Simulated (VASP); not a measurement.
## Sb: single point with LDA

Crystal: Sb.

```
Sb
1.0
     2.15060    1.24165    3.74400
    -2.15060    1.24165    3.74400
     0.00000   -2.48330    3.74400
Sb
2
Direct
  0.23364 0.23364 0.23364
  0.76636 0.76636 0.76636
```

```json
{"Program": "VASP 6.6.1", "Task": "single point", "Functional": "LDA", "Potentials or basis": "VASP PAW LDA potentials, release 64 (Sb)", "Cutoff": "500 eV", "k mesh": "6 × 6 × 6", "Occupations": "gaussian, width 0.1 eV", "Spin": "no spin polarisation"}
```

| Quantity | Value |
| --- | --- |
| Pressure | -0.5 GPa |
| Largest force | 0.008 eV/Å |
| Band gap on the k mesh | zero (bands 5 and 6 overlap by 0.28 eV) |

Forces on the atoms (eV/Å):
```
Sb   0.000  0.000  0.008
Sb   0.000  0.000 -0.008
```

Stress tensor (GPa, compression positive):
```
-0.41  0.00  0.00
 0.00 -0.41  0.00
 0.00  0.00 -0.70
```

Levels at points of the mesh, in eV from the Fermi level:
| k point | band 3 | band 4 | band 5 | band 6 | band 7 | band 8 |
| --- | --- | --- | --- | --- | --- | --- |
| (0.00, 0.00, 0.00) | -2.09 | -1.83 | -1.83 | 2.05 | 2.66 | 2.66 |
| (0.50, 0.00, 0.00) | -1.96 | -1.84 | -0.32 | -0.27 | 0.14 | 0.45 |
| (0.50, 0.50, 0.00) | -5.50 | -3.80 | -3.71 | 1.49 | 4.90 | 5.46 |
| (0.50, 0.50, 0.50) | -1.34 | -1.34 | -0.55 | 0.08 | 0.08 | 1.08 |

It took 12 s on 1 thread of Intel(R) Xeon(R) 6975P-C (Granite Rapids), with other jobs on the host, peak memory 0.17 GiB.

Caveat: spin-orbit coupling is left out, which moves the levels of the heavy elements.
